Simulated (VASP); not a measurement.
# MgF2 (rutile type) (P4_2/mnm) in VASP: notebook

Runs on MgF2 (rutile type). Level: LDA. Tasks: single point.

Program: VASP 6.6.1. These are calculated values, not measurements. Logs are shortened: lines on timing, memory, paths and dates and some standing lists are left out, and cuts for length are marked.

### Step 1. The cell of the first run

Symmetry: P4_2/mnm, No. 136, tetragonal system. Conventional cell: a = 3.855 Å, b = 3.855 Å, c = 2.609 Å, α = 90.00°, β = 90.00°, γ = 90.00°. Within 2.2 Å of Mg (site symmetry mmm) lie 6 F at 1.64 to 1.70 Å. F (site symmetry m2m) has 3 Mg at 1.64 to 1.70 Å and 1 F at 2.17 Å within 2.2 Å.

### Step 2. Single point, LDA

INCAR reads:

```
PREC = Accurate
ENCUT = 600
EDIFF = 1E-6
ISMEAR = -1
SIGMA = 0.1
LREAL = F
LASPH = T
NELM = 120
ALGO = Normal
ISIF = 2
LWAVE = F
LCHARG = F
NBANDS = 25
GGA_COMPAT = F
```

KPOINTS reads:

```
regular mesh
0
Gamma
  7 7 10
```

POSCAR reads:

```
MgF2
1.0
    3.8547912184      0.0000000000      0.0000000000
    0.0000000000      3.8547912184      0.0000000000
    0.0000000000      0.0000000000      2.6088001243
Mg F
2 4
Direct
    0.0000000000      0.0000000000      0.0000000000
    0.5000000000      0.5000000000      0.5000000000
    0.3005144129      0.3005144129      0.0000000000
    0.6994855871      0.6994855871      0.0000000000
    0.8005144129      0.1994855871      0.5000000000
    0.1994855871      0.8005144129      0.5000000000
```

Potentials or basis: VASP PAW LDA potentials, release 64 (Mg, F).

Command:

```console
> cat potpaw_LDA.64/Mg/POTCAR potpaw_LDA.64/F/POTCAR > POTCAR
> mpirun -np 1 vasp_std > vasp.out
```

OUTCAR:

```text
PREC = Accurate
   ENCUT = 600
   EDIFF = 1E-6
   ISMEAR = -1
   LREAL = F
   LASPH = T
   NELM = 120
   ISIF = 2

 ion  position               nearest neighbor table
   1  0.000  0.000  0.000-   3 1.64   4 1.64   5 1.70   6 1.70   5 1.70   6 1.70   2 3.02   2 3.02
                             2 3.02   2 3.02   2 3.02   2 3.02   2 3.02   2 3.02
   2  0.500  0.500  0.500-   5 1.64   6 1.64   3 1.70   4 1.70   3 1.70   4 1.70   1 3.02   1 3.02
                             1 3.02   1 3.02   1 3.02   1 3.02   1 3.02   1 3.02
   3  0.301  0.301  0.000-   1 1.64   2 1.70   2 1.70
   4  0.699  0.699  0.000-   1 1.64   2 1.70   2 1.70
   5  0.801  0.199  0.500-   2 1.64   1 1.70   1 1.70
   6  0.199  0.801  0.500-   2 1.64   1 1.70   1 1.70

  LATTYP: Found a simple tetragonal cell.
 ALAT       =     3.8547912184
 C/A-ratio  =     0.6767682026

  Lattice vectors:

 A1 = (   3.8547912184,   0.0000000000,   0.0000000000)
 A2 = (   0.0000000000,   3.8547912184,   0.0000000000)
 A3 = (   0.0000000000,   0.0000000000,   2.6088001243)

Analysis of symmetry for initial positions (statically):
=====================================================================
 Subroutine PRICEL returns:
 Original cell was already a primitive cell.

 Routine SETGRP: Setting up the symmetry group for a
 simple tetragonal supercell.

 Subroutine GETGRP returns: Found 16 space group operations
 (whereof  8 operations were pure point group operations)
 out of a pool of 16 trial point group operations.

The static configuration has the point symmetry D_2h.
 The point group associated with its full space group is D_4h.

Analysis of symmetry for dynamics (positions and initial velocities):
=====================================================================
 Subroutine PRICEL returns:
 Original cell was already a primitive cell.

 Routine SETGRP: Setting up the symmetry group for a
 simple tetragonal supercell.

 Subroutine GETGRP returns: Found 16 space group operations
 (whereof  8 operations were pure point group operations)
 out of a pool of 16 trial point group operations.

The dynamic configuration has the point symmetry D_2h.
 The point group associated with its full space group is D_4h.

 Subroutine INISYM returns: Found 16 space group operations
 (whereof  8 operations are pure point group operations),
 and found     1 'primitive' translations

----------------------------------------------------------------------------------------

                                     Primitive cell

  volume of cell :      38.7652

  direct lattice vectors                    reciprocal lattice vectors
     3.854791218  0.000000000  0.000000000     0.259417422  0.000000000  0.000000000
     0.000000000  3.854791218  0.000000000     0.000000000  0.259417422  0.000000000
     0.000000000  0.000000000  2.608800124     0.000000000  0.000000000  0.383317982

  length of vectors
     3.854791218  3.854791218  2.608800124     0.259417422  0.259417422  0.383317982

  position of ions in fractional coordinates (direct lattice)
     0.000000000  0.000000000  0.000000000
     0.500000000  0.500000000  0.500000000
     0.300514413  0.300514413  0.000000000
     0.699485587  0.699485587  0.000000000
     0.800514413  0.199485587  0.500000000
     0.199485587  0.800514413  0.500000000

  ion indices of the primitive-cell ions
   primitive index   ion index
                 1           1
                 2           2
                 3           3
                 4           4
                 5           5
                 6           6

----------------------------------------------------------------------------------------

 KPOINTS: regular mesh

Automatic generation of k-mesh.
 Grid dimensions read from file:
 generate k-points for:    7    7   10

 Generating k-lattice:

  Cartesian coordinates                     Fractional coordinates (reciprocal lattice)
     0.037059632  0.000000000  0.000000000     0.142857143  0.000000000  0.000000000
     0.000000000  0.037059632  0.000000000     0.000000000  0.142857143  0.000000000
     0.000000000  0.000000000  0.038331798     0.000000000  0.000000000  0.100000000

  Length of vectors
     0.037059632  0.037059632  0.038331798

  Shift w.r.t. Gamma in fractional coordinates (k-lattice)
     0.000000000  0.000000000  0.000000000

 Subroutine IBZKPT returns following result:
 ===========================================

 Found     60 irreducible k-points:

 Following reciprocal coordinates:
            Coordinates               Weight
  0.000000  0.000000  0.000000      1.000000
  0.142857  0.000000  0.000000      4.000000
  0.285714  0.000000  0.000000      4.000000
  0.428571  0.000000  0.000000      4.000000
  0.142857  0.142857  0.000000      4.000000
  0.285714  0.142857  0.000000      8.000000
[... 16 lines left out ...]
  0.285714  0.000000  0.200000      8.000000
  0.428571  0.000000  0.200000      8.000000
 [... further k-points ...]
   k-points           NKPTS =     60   k-points in BZ     NKDIM =     60   number of bands    NBANDS=     25
   number of dos      NEDOS =    301   number of ions     NIONS =      6
   total plane-waves  NPLWV =  24576
   dimension x,y,z NGX =    32 NGY =   32 NGZ =   24
   dimension x,y,z NGXF=    64 NGYF=   64 NGZF=   48
   ions per type =               2   4
   NGX,Y,Z   is equivalent  to a cutoff of  13.80, 13.80, 15.29 a.u.
   NGXF,Y,Z  is equivalent  to a cutoff of  27.60, 27.60, 30.59 a.u.
 SYSTEM =  unknown system
   PREC   = accura    normal or accurate (medium, high low for compatibility)
   ISTART =      0    job   : 0-new  1-cont  2-samecut
   ICHARG =      2    charge: 1-file 2-atom 10-const
   ISPIN  =      1    spin polarized calculation?
   LNONCOLLINEAR =      F non collinear calculations
   LSORBIT =      F    spin-orbit coupling
   LASPH  =      T    aspherical Exc in radial PAW
   ENCUT  =  600.0 eV  44.10 Ry    6.64 a.u.   7.70  7.70  5.21*2*pi/ulx,y,z
   NELM   =    120;   NELMIN=  2; NELMDL= -5     # of ELM steps
   EDIFF  = 0.1E-05   stopping-criterion for ELM
   LREAL  =      F    real-space projection
   EDIFFG = 0.1E-04   stopping-criterion for IOM
   NSW    =      0    number of steps for IOM
   IBRION =     -1    ionic relax: 0-MD 1-quasi-New 2-CG
   NFREE  =      0    steps in history (QN), initial steepest desc. (CG)
   ISIF   =      2    stress and relaxation
   ISYM   =      2    0-nonsym 1-usesym 2-fastsym
   POTIM  = 0.5000    time-step for ionic-motion
   TEBEG  =    0.0;   TEEND  =   0.0 temperature during run
   PSTRESS=    0.0 pullay stress
   NELECT =      32.0000    total number of electrons
   NUPDOWN=      -1.0000    fix difference up-down
   EMIN   =  10.00;   EMAX   =-10.00  energy-range for DOS
   EFERMI =   0.00;   METHOD = LEGACY
   ISMEAR =    -1;   SIGMA  =   0.10  broadening in eV -4-tet -1-fermi 0-gaus
   EFERMI_NEDOS =   21; number of points for ismear=-14 and -15
   IALGO  =     38    algorithm
   IMIX   =      4    mixing-type and parameters
     AMIX     =   0.40;   BMIX     =  1.00
     AMIX_MAG =   1.60;   BMIX_MAG =  1.00
  volume/ion in A,a.u.               =       6.46        43.60
  Fermi-wavevector in a.u.,A,eV,Ry     =   1.535715  2.902081 32.088263  2.358421
  Thomas-Fermi vector in A             =   2.642465
   LORBIT       =      0    0 simple, 1 ext, 2 COOP (PROOUT), +10 PAW based schemes
   GGA     = CA    functional components
   LHFCALC =     F    Hartree Fock is set to
   AEXX    =    0.0000 exact exchange contribution
   IVDW    =     0    specifies the selected vdW correction
   LEPSILON=     F    determine dielectric tensor
   LRPA    =     F    only Hartree local field effects (RPA)
 non-spin polarized calculation
  energy-cutoff  :      600.00
  volume of cell :       38.77
 maximum number of plane-waves:      1314
 NGX is ok and might be reduce to    32
   NGX = 15   NGY = 15   NGZ = 11

 number of electron      32.0000007 magnetization

 Free energy of the ion-electron system (eV)
  ---------------------------------------------------
  ext. energy  EPLUGINS =         0.00000000
  ---------------------------------------------------
  free energy    TOTEN  =       -27.72731839 eV

  energy without entropy =      -27.72731839  energy(sigma->0) =      -27.72731839

 E-fermi :   4.9350     XC(G=0): -13.2721

 val. band max:        2.8890168958   @ k =   0.0000   0.0000   0.0000
 cond. band min:      13.9597339603   @ k =   0.0000   0.0000   0.0000
 fundamental gap:     11.0707170645
 Fermi energy:         4.9349946954

 k-point     1 :       0.0000    0.0000    0.0000
  band No.  band energies     occupation
      1     -20.3777      2.00000
      2     -17.7855      2.00000
      3     -17.7855      2.00000
      4     -17.6082      2.00000
      5      -3.6396      2.00000
      6      -2.8107      2.00000
[... 17 lines left out ...]
     24      28.5159      0.00000
     25      28.8049      0.00000

 k-point     2 :       0.1429    0.0000    0.0000
  band No.  band energies     occupation
      1     -20.2794      2.00000
      2     -18.0249      2.00000
      3     -17.7658      2.00000
      4     -17.5321      2.00000
      5      -3.5085      2.00000
      6      -2.6442      2.00000
[... 17 lines left out ...]
     24      28.1748      0.00000
     25      28.2706      0.00000

 k-point     3 :       0.2857    0.0000    0.0000
  band No.  band energies     occupation
      1     -19.9951      2.00000
      2     -18.4818      2.00000
      3     -17.7114      2.00000
      4     -17.5134      2.00000
      5      -3.2425      2.00000
      6      -2.0406      2.00000
[... 17 lines left out ...]
     24      27.4275      0.00000
     25      27.8760      0.00000

 k-point     4 :       0.4286    0.0000    0.0000
  band No.  band energies     occupation
      1     -19.5579      2.00000
      2     -19.0258      2.00000
      3     -17.6356      2.00000
      4     -17.5599      2.00000
      5      -2.9010      2.00000
      6      -2.4313      2.00000
[... 17 lines left out ...]
     24      26.6511      0.00000
     25      27.4265      0.00000

 k-point     5 :       0.1429    0.1429    0.0000
  band No.  band energies     occupation
      1     -20.1842      2.00000
      2     -18.1054      2.00000
      3     -17.8478      2.00000
      4     -17.5080      2.00000
      5      -3.3662      2.00000
      6      -2.5243      2.00000
[... 17 lines left out ...]
     24      28.0878      0.00000
     25      28.2244      0.00000

 k-point     6 :       0.2857    0.1429    0.0000
  band No.  band energies     occupation
      1     -19.9095      2.00000
      2     -18.4742      2.00000
      3     -17.8235      2.00000
      4     -17.5327      2.00000
      5      -3.0913      2.00000
      6      -2.0667      2.00000
[... 17 lines left out ...]
     24      27.3798      0.00000
     25      27.8338      0.00000
[... 393 lines left out ...]
 k-point    21 :       0.0000    0.0000    0.2000
  band No.  band energies     occupation
      1     -19.9829      2.00000
      2     -17.7365      2.00000
      3     -17.7365      2.00000
      4     -17.6770      2.00000
      5      -3.2080      2.00000
      6      -2.2902      2.00000
[... 17 lines left out ...]
     24      27.4533      0.00000
     25      27.6076      0.00000

 k-point    22 :       0.1429    0.0000    0.2000
  band No.  band energies     occupation
      1     -19.8940      2.00000
      2     -17.9430      2.00000
      3     -17.7248      2.00000
      4     -17.6026      2.00000
      5      -3.0873      2.00000
      6      -2.2176      2.00000
[... 17 lines left out ...]
     24      27.0640      0.00000
     25      27.4181      0.00000

 k-point    23 :       0.2857    0.0000    0.2000
  band No.  band energies     occupation
      1     -19.6382      2.00000
      2     -18.3183      2.00000
      3     -17.6928      2.00000
      4     -17.5847      2.00000
      5      -2.8247      2.00000
      6      -1.9496      2.00000
[... 17 lines left out ...]
     24      26.3146      0.00000
     25      26.6633      0.00000

 k-point    24 :       0.4286    0.0000    0.2000
  band No.  band energies     occupation
      1     -19.2487      2.00000
      2     -18.7824      2.00000
      3     -17.6496      2.00000
      4     -17.6080      2.00000
      5      -2.5554      2.00000
      6      -2.2191      2.00000
[... 17 lines left out ...]
     24      25.6520      0.00000
     25      26.0824      0.00000

 [... further k-points ...]

------------------------ aborting loop because EDIFF is reached ----------------------------------------

  FORCE on cell =-STRESS in cart. coord.  units (eV):
  Direction    XX          YY          ZZ          XY          YZ          ZX
  --------------------------------------------------------------------------------------
  -------------------------------------------------------------------------------------
  Total       37.9118145     37.9118145     37.6888579     -0.0000000      0.0000000      0.0000000
  in kB     1566.9048509   1566.9048509   1557.6899975     -0.0000000      0.0000000      0.0000000
  external PRESSURE =    1563.8332331 kB  Pullay stress =       0.0000000 kB

 VOLUME and BASIS-vectors are now :
 -----------------------------------------------------------------------------
  energy-cutoff  :      600.00
  volume of cell :       38.77
      direct lattice vectors                 reciprocal lattice vectors
     3.854791218  0.000000000  0.000000000     0.259417422  0.000000000  0.000000000
     0.000000000  3.854791218  0.000000000     0.000000000  0.259417422  0.000000000
     0.000000000  0.000000000  2.608800124     0.000000000  0.000000000  0.383317982

 POSITION                                       TOTAL-FORCE (eV/Angst)
 -----------------------------------------------------------------------------------
      0.00000      0.00000      0.00000         0.000000     -0.000000     -0.000000
      1.92740      1.92740      1.30440         0.000000     -0.000000     -0.000000
      1.15842      1.15842      0.00000         0.067987      0.067987     -0.000000
      2.69637      2.69637      0.00000        -0.067987     -0.067987      0.000000
      3.08582      0.76898      1.30440         0.067987     -0.067987      0.000000
      0.76898      3.08582      1.30440        -0.067987      0.067987     -0.000000
 -----------------------------------------------------------------------------------
    total drift:                                0.000000     -0.000000      0.000000

  FREE ENERGIE OF THE ION-ELECTRON SYSTEM (eV)
  ---------------------------------------------------
  free  energy   TOTEN  =       -27.7273183884 eV

  energy  without entropy=      -27.7273183883  energy(sigma->0) =      -27.72731839
```

It took 24 s on 1 thread of AMD EPYC 9R45 (Zen 5), shared host; peak memory 0.15 GiB.

What came out:

```yaml
Free_energy: -27.7273 eV
Pressure: 156.4 GPa
Largest_force: 0.096 eV/Å
Band_gap_on_the_k_mesh: 11.07 eV, direct
```

Forces in eV/Å, atoms in the order of the input:
```
Mg   0.000  0.000  0.000
Mg   0.000  0.000  0.000
F    0.068  0.068  0.000
F   -0.068 -0.068  0.000
F    0.068 -0.068  0.000
F   -0.068  0.068  0.000
```

A k mesh can miss the band edges. LDA gaps usually lie below the measured ones, often by a third to a half.

[end of part 1 of 3]
